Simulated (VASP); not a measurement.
Input of a VASP 6.6.1 run:

INCAR

```
SYSTEM = GaBSb2
ALGO = Normal ; EDIFF = 1E-6
ENCUT = 500 ; GGA = PE
GGA_COMPAT = .False. ; ISIF = 2
ISMEAR = -1 ; LASPH = .True.
LCHARG = .False. ; LREAL = .False.
LWAVE = .False. ; NBANDS = 36
NELM = 120 ; PREC = Accurate
SIGMA = 0.02
```

Contents of KPOINTS:

```
k-points
0
Gamma
  6 6 6
  0 0 0
```

POSCAR

```
GaBSb2
1.0
   -2.8892573855      2.8892573855      5.6153910312
    2.8892573855     -2.8892573855      5.6153910312
    2.8892573855      2.8892573855     -5.6153910312
B Sb Ga
2 4 2
Direct
    0.0000000000      0.0000000000      0.0000000000
    0.7500000000      0.2500000000      0.5000000000
    0.3750000000      0.3247680341      0.4497680341
    0.0747680341      0.6250000000     -0.0502319659
    0.8750000000      0.9252319659      0.5502319659
    0.6752319659      0.1250000000      0.0502319659
    0.5000000000      0.5000000000      0.0000000000
    0.2500000000      0.7500000000      0.5000000000
```

Potentials or basis: VASP PAW PBE potentials, release 64 (B, Sb, Ga_d).

The run is started by

```console
$ cat potpaw_PBE.64/B/POTCAR potpaw_PBE.64/Sb/POTCAR potpaw_PBE.64/Ga_d/POTCAR > POTCAR
$ mpirun -np 1 vasp_std > vasp.out
```

Q: Predict the pressure.

A: 0.2 GPa.

Q: What does it give for the largest force?

A: 0.017 eV/Å.

Q: What does it give for the band gap on the k mesh?

A: 0.37 eV (least direct gap 0.40 eV).

Forces in eV/Å, atoms in the order of the input:
```
B    0.000  0.000  0.000
B    0.000  0.000  0.000
Sb   0.017  0.000  0.000
Sb   0.000  0.017  0.000
Sb  -0.017  0.000  0.000
Sb   0.000 -0.017  0.000
Ga   0.000  0.000  0.000
Ga   0.000  0.000  0.000
```

Caveat: semilocal functionals underestimate gaps, and a narrow one can read as zero; spin-orbit coupling is left out, which moves the levels of the heavy elements. A k mesh can miss the band edges.
